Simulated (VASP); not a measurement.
# Rh (Fd-3m) in VASP: relaxation of cell and atoms with LDA

Aim: the relaxation of cell and atoms of Rh with LDA.

All numbers are computed with VASP 6.6.1; they aren't measurements. Logs are shortened: lines on timing, memory, paths and dates and some standing lists are left out, and cuts for length are marked.

### Step 1. The cell of the first run

It takes space group Fd-3m (No. 227, cubic). Conventional cell: a = 5.220 Å, b = 5.220 Å, c = 5.220 Å, α = 90.00°, β = 90.00°, γ = 90.00°. Rh (site symmetry -43m) has 4 Rh at 2.26 Å within 3.0 Å.

This isn't the form of Rh at room conditions, which is fcc.

### Step 2. Relaxation of cell and atoms, LDA

The input, INCAR:

```
SYSTEM = Rh
  ALGO = Normal
  EDIFF = 1E-7
  EDIFFG = -0.03
  ENCUT = 500
  GGA = CA
  GGA_COMPAT = .False.
  IBRION = 2
  ISIF = 3
  ISMEAR = 0
  LASPH = .True.
  LCHARG = .False.
  LREAL = .False.
  LWAVE = .False.
  NELM = 120
  NELMIN = 4
  NSW = 80
  PREC = Accurate
  SIGMA = 0.05
```

The input, KPOINTS:

```
k-points
0
Gamma
  6 6 6
  0 0 0
```

The input, POSCAR:

```
Rh
1.0
    0.0000000000      2.6100000000      2.6100000000
    2.6100000000      0.0000000000      2.6100000000
    2.6100000000      2.6100000000      0.0000000000
Rh
2
Direct
    1.0000000000      1.0000000000      1.0000000000
    0.2500000000      0.2500000000      0.2500000000
```

Potentials or basis: VASP PAW LDA potentials, release 64 (Rh_pv).

On the command line:

```
> cat potpaw_LDA.64/Rh_pv/POTCAR > POTCAR
> mpirun -np 1 vasp_std > vasp.out
```

OUTCAR:

```text
SYSTEM = Rh
   EDIFF = 1E-7
   EDIFFG = -0.03
   ENCUT = 500
   GGA = CA
   IBRION = 2
   ISIF = 3
   ISMEAR = 0
   LASPH = .True.
   LREAL = .False.
   NELM = 120
   NELMIN = 4
   NSW = 80
   PREC = Accurate

 ion  position               nearest neighbor table
   1  0.000  0.000  0.000-   2 2.26   2 2.26   2 2.26   2 2.26
   2  0.250  0.250  0.250-   1 2.26   1 2.26   1 2.26   1 2.26

  LATTYP: Found a face centered cubic cell.
 ALAT       =     5.2200000000

  Lattice vectors:

 A1 = (   0.0000000000,   2.6100000000,   2.6100000000)
 A2 = (   2.6100000000,   0.0000000000,   2.6100000000)
 A3 = (   2.6100000000,   2.6100000000,   0.0000000000)

Analysis of symmetry for initial positions (statically):
=====================================================================
 Subroutine PRICEL returns:
 Original cell was already a primitive cell.

 Routine SETGRP: Setting up the symmetry group for a
 face centered cubic supercell.

 Subroutine GETGRP returns: Found 48 space group operations
 (whereof 24 operations were pure point group operations)
 out of a pool of 48 trial point group operations.

The static configuration has the point symmetry T_d .
 The point group associated with its full space group is O_h .

Analysis of symmetry for dynamics (positions and initial velocities):
=====================================================================
 Subroutine PRICEL returns:
 Original cell was already a primitive cell.

 Routine SETGRP: Setting up the symmetry group for a
 face centered cubic supercell.

 Subroutine GETGRP returns: Found 48 space group operations
 (whereof 24 operations were pure point group operations)
 out of a pool of 48 trial point group operations.

The dynamic configuration has the point symmetry T_d .
 The point group associated with its full space group is O_h .

 Subroutine INISYM returns: Found 48 space group operations
 (whereof 24 operations are pure point group operations),
 and found     1 'primitive' translations

----------------------------------------------------------------------------------------

                                     Primitive cell

  volume of cell :      35.5592

  direct lattice vectors                    reciprocal lattice vectors
     0.000000000  2.610000000  2.610000000    -0.191570881  0.191570881  0.191570881
     2.610000000  0.000000000  2.610000000     0.191570881 -0.191570881  0.191570881
     2.610000000  2.610000000  0.000000000     0.191570881  0.191570881 -0.191570881

  length of vectors
     3.691097398  3.691097398  3.691097398     0.331810500  0.331810500  0.331810500

  position of ions in fractional coordinates (direct lattice)
     0.000000000  0.000000000  0.000000000
     0.250000000  0.250000000  0.250000000

  ion indices of the primitive-cell ions
   primitive index   ion index
                 1           1
                 2           2

----------------------------------------------------------------------------------------

 KPOINTS: k-points

Automatic generation of k-mesh.
 Grid dimensions read from file:
 generate k-points for:    6    6    6

 Generating k-lattice:

  Cartesian coordinates                     Fractional coordinates (reciprocal lattice)
    -0.031928480  0.031928480  0.031928480     0.166666667  0.000000000  0.000000000
     0.031928480 -0.031928480  0.031928480     0.000000000  0.166666667  0.000000000
     0.031928480  0.031928480 -0.031928480     0.000000000  0.000000000  0.166666667

  Length of vectors
     0.055301750  0.055301750  0.055301750

  Shift w.r.t. Gamma in fractional coordinates (k-lattice)
     0.000000000  0.000000000  0.000000000

 Subroutine IBZKPT returns following result:
 ===========================================

 Found     16 irreducible k-points:

 Following reciprocal coordinates:
            Coordinates               Weight
  0.000000  0.000000  0.000000      1.000000
  0.166667  0.000000  0.000000      8.000000
  0.333333  0.000000  0.000000      8.000000
  0.500000  0.000000  0.000000      4.000000
  0.166667  0.166667  0.000000      6.000000
  0.333333  0.166667  0.000000     24.000000
[... 8 lines left out ...]
 -0.333333  0.333333  0.166667     24.000000
 -0.333333  0.500000  0.166667     12.000000
   k-points           NKPTS =     16   k-points in BZ     NKDIM =     16   number of bands    NBANDS=     19
   number of dos      NEDOS =    301   number of ions     NIONS =      2
   total plane-waves  NPLWV =  21952
   dimension x,y,z NGX =    28 NGY =   28 NGZ =   28
   dimension x,y,z NGXF=    56 NGYF=   56 NGZF=   56
   ions per type =               2
   NGX,Y,Z   is equivalent  to a cutoff of  12.61, 12.61, 12.61 a.u.
   NGXF,Y,Z  is equivalent  to a cutoff of  25.22, 25.22, 25.22 a.u.
 SYSTEM =  Rh
   PREC   = accura    normal or accurate (medium, high low for compatibility)
   ISTART =      0    job   : 0-new  1-cont  2-samecut
   ICHARG =      2    charge: 1-file 2-atom 10-const
   ISPIN  =      1    spin polarized calculation?
   LNONCOLLINEAR =      F non collinear calculations
   LSORBIT =      F    spin-orbit coupling
   LASPH  =      T    aspherical Exc in radial PAW
   ENCUT  =  500.0 eV  36.75 Ry    6.06 a.u.   6.73  6.73  6.73*2*pi/ulx,y,z
   NELM   =    120;   NELMIN=  4; NELMDL= -5     # of ELM steps
   EDIFF  = 0.1E-06   stopping-criterion for ELM
   LREAL  =      F    real-space projection
   EDIFFG = -.3E-01   stopping-criterion for IOM
   NSW    =     80    number of steps for IOM
   IBRION =      2    ionic relax: 0-MD 1-quasi-New 2-CG
   NFREE  =      1    steps in history (QN), initial steepest desc. (CG)
   ISIF   =      3    stress and relaxation
   ISYM   =      2    0-nonsym 1-usesym 2-fastsym
   POTIM  = 0.5000    time-step for ionic-motion
   TEBEG  =    0.0;   TEEND  =   0.0 temperature during run
   PSTRESS=    0.0 pullay stress
   NELECT =      30.0000    total number of electrons
   NUPDOWN=      -1.0000    fix difference up-down
   EMIN   =  10.00;   EMAX   =-10.00  energy-range for DOS
   EFERMI =   0.00;   METHOD = LEGACY
   ISMEAR =     0;   SIGMA  =   0.05  broadening in eV -4-tet -1-fermi 0-gaus
   EFERMI_NEDOS =   21; number of points for ismear=-14 and -15
   IALGO  =     38    algorithm
   IMIX   =      4    mixing-type and parameters
     AMIX     =   0.40;   BMIX     =  1.00
     AMIX_MAG =   1.60;   BMIX_MAG =  1.00
  volume/ion in A,a.u.               =      17.78       119.98
  Fermi-wavevector in a.u.,A,eV,Ry     =   1.546909  2.923234 32.557751  2.392927
  Thomas-Fermi vector in A             =   2.652078
   LORBIT       =      0    0 simple, 1 ext, 2 COOP (PROOUT), +10 PAW based schemes
   GGA     = CA    functional components
   LHFCALC =     F    Hartree Fock is set to
   AEXX    =    0.0000 exact exchange contribution
   IVDW    =     0    specifies the selected vdW correction
   LEPSILON=     F    determine dielectric tensor
   LRPA    =     F    only Hartree local field effects (RPA)
 conjugate gradient relaxation of ions
 non-spin polarized calculation
 Gauss-broadening in eV      SIGMA  =   0.05
  energy-cutoff  :      500.00
  volume of cell :       35.56
 maximum number of plane-waves:       934
   NGX = 13   NGY = 13   NGZ = 13

--------------------------------------- Ionic step        1  -------------------------------------------

 number of electron      29.9999992 magnetization

 Free energy of the ion-electron system (eV)
  ---------------------------------------------------
  ext. energy  EPLUGINS =         0.00000000
  ---------------------------------------------------
  free energy    TOTEN  =       -14.52740178 eV

  energy without entropy =      -14.52500493  energy(sigma->0) =      -14.52620335

------------------------ aborting loop because EDIFF is reached ----------------------------------------

  FORCE on cell =-STRESS in cart. coord.  units (eV):
  Direction    XX          YY          ZZ          XY          YZ          ZX
  --------------------------------------------------------------------------------------
  -------------------------------------------------------------------------------------
  Total        4.4957258      4.4957258      4.4957258      0.0000000      0.0000000      0.0000000
  in kB      202.5624194    202.5624194    202.5624194      0.0000000      0.0000000      0.0000000
  external PRESSURE =     202.5624194 kB  Pullay stress =       0.0000000 kB

 VOLUME and BASIS-vectors are now :
 -----------------------------------------------------------------------------
  energy-cutoff  :      500.00
  volume of cell :       35.56
      direct lattice vectors                 reciprocal lattice vectors
     0.000000000  2.610000000  2.610000000    -0.191570881  0.191570881  0.191570881
     2.610000000  0.000000000  2.610000000     0.191570881 -0.191570881  0.191570881
     2.610000000  2.610000000  0.000000000     0.191570881  0.191570881 -0.191570881

 POSITION                                       TOTAL-FORCE (eV/Angst)
 -----------------------------------------------------------------------------------
      0.00000      0.00000      0.00000        -0.000000     -0.000000      0.000000
      1.30500      1.30500      1.30500         0.000000      0.000000     -0.000000
 -----------------------------------------------------------------------------------
    total drift:                                0.000000      0.000000      0.000000

  FREE ENERGIE OF THE ION-ELECTRON SYSTEM (eV)
  ---------------------------------------------------
  free  energy   TOTEN  =       -14.5274017772 eV
[... 53 lines left out ...]
 VOLUME and BASIS-vectors are now :
 -----------------------------------------------------------------------------
  energy-cutoff  :      500.00
  volume of cell :       39.42
      direct lattice vectors                 reciprocal lattice vectors
    -0.000000000  2.701271917  2.701271917    -0.185097989  0.185097989  0.185097989
     2.701271917  0.000000000  2.701271917     0.185097989 -0.185097989  0.185097989
     2.701271917  2.701271917  0.000000000     0.185097989  0.185097989 -0.185097989

 POSITION                                       TOTAL-FORCE (eV/Angst)
 -----------------------------------------------------------------------------------
     -0.00000      0.00000      0.00000         0.000000     -0.000000     -0.000000
      1.35064      1.35064      1.35064        -0.000000      0.000000      0.000000
 -----------------------------------------------------------------------------------
    total drift:                                0.000000      0.000000      0.000000

  FREE ENERGIE OF THE ION-ELECTRON SYSTEM (eV)
  ---------------------------------------------------
  free  energy   TOTEN  =       -14.7322833593 eV

  energy  without entropy=      -14.7277442785  energy(sigma->0) =      -14.73001382

--------------------------------------- Ionic step        4  -------------------------------------------

 number of electron      29.9999996 magnetization

 Free energy of the ion-electron system (eV)
  ---------------------------------------------------
  ext. energy  EPLUGINS =         0.00000000
  ---------------------------------------------------
  free energy    TOTEN  =       -14.73331465 eV

  energy without entropy =      -14.72888171  energy(sigma->0) =      -14.73109818

 E-fermi :   6.8357     XC(G=0): -11.8486

 val. band max:        6.8114698589   @ k =   0.5000   0.3333   0.1667
 cond. band min:       6.8534590699   @ k =  -0.1667   0.1667   0.0000
 fundamental gap:      0.0419892110
 Fermi energy:         6.8357194605

 k-point     1 :       0.0000    0.0000    0.0000
  band No.  band energies     occupation
      1     -40.2664      2.00000
      2     -40.2664      2.00000
      3     -40.2664      2.00000
      4     -39.5198      2.00000
      5     -39.5198      2.00000
      6     -39.5198      2.00000
[... 11 lines left out ...]
     18      19.7372      0.00000
     19      19.9880      0.00000

 k-point     2 :       0.1667    0.0000    0.0000
  band No.  band energies     occupation
      1     -40.2877      2.00000
      2     -40.2877      2.00000
      3     -40.2610      2.00000
      4     -39.5273      2.00000
      5     -39.4978      2.00000
      6     -39.4978      2.00000
[... 332 lines left out ...]
 VOLUME and BASIS-vectors are now :
 -----------------------------------------------------------------------------
  energy-cutoff  :      500.00
  volume of cell :       39.18
      direct lattice vectors                 reciprocal lattice vectors
    -0.000000000  2.695736401  2.695736401    -0.185478076  0.185478076  0.185478076
     2.695736401  0.000000000  2.695736401     0.185478076 -0.185478076  0.185478076
     2.695736401  2.695736401  0.000000000     0.185478076  0.185478076 -0.185478076

 POSITION                                       TOTAL-FORCE (eV/Angst)
 -----------------------------------------------------------------------------------
      0.00000      0.00000      0.00000        -0.000000     -0.000000     -0.000000
      1.34787      1.34787      1.34787         0.000000      0.000000      0.000000
 -----------------------------------------------------------------------------------
    total drift:                                0.000000      0.000000      0.000000

  FREE ENERGIE OF THE ION-ELECTRON SYSTEM (eV)
  ---------------------------------------------------
  free  energy   TOTEN  =       -14.7333146510 eV

  energy  without entropy=      -14.7288817124  energy(sigma->0) =      -14.73109818

 reached required accuracy - stopping structural energy minimisation
```

It took 27 s on 1 thread of Intel Xeon Platinum 8488C (Sapphire Rapids), shared host; peak memory 0.14 GiB.

What came out:

```yaml
Free_energy: -14.7333 eV
Relaxed_volume: 19.59 Å³/atom
Relaxed_cell: a = 3.812 Å, b = 3.812 Å, c = 3.812 Å, α = 60.00°, β = 60.00°, γ = 60.00°
Space_group_after_relaxing_to_0.1_Å: Fd-3m (No. 227)
Energy_gained_by_relaxing: 103.0 meV/atom
Ionic_steps: 4
Pressure_after_relaxing: -0.2 GPa
Band_gap_on_the_k_mesh: zero (bands 15 and 16 overlap by 1.05 eV)
```

The path:
| step | energy change (eV) | largest force (eV/Å) | pressure (GPa) | volume (Å³) |
| --- | --- | --- | --- | --- |
| 1 | 0.0000 | 0.0000 | 20.26 | 35.56 |
| 2 | 0.5407 | 0.0000 | -20.66 | 48.43 |
| 3 | -0.2049 | 0.0000 | -1.18 | 39.42 |
| 4 | -0.2059 | 0.0000 | -0.17 | 39.18 |

Final structure:
```
CELL_PARAMETERS angstrom
0.00000 2.69574 2.69574
2.69574 0.00000 2.69574
2.69574 2.69574 0.00000
ATOMIC_POSITIONS crystal
Rh 0.00000 0.00000 0.00000
Rh 0.25000 0.25000 0.25000
```

The gap in the log of VASP goes by the Fermi energy; the results here count the filled bands.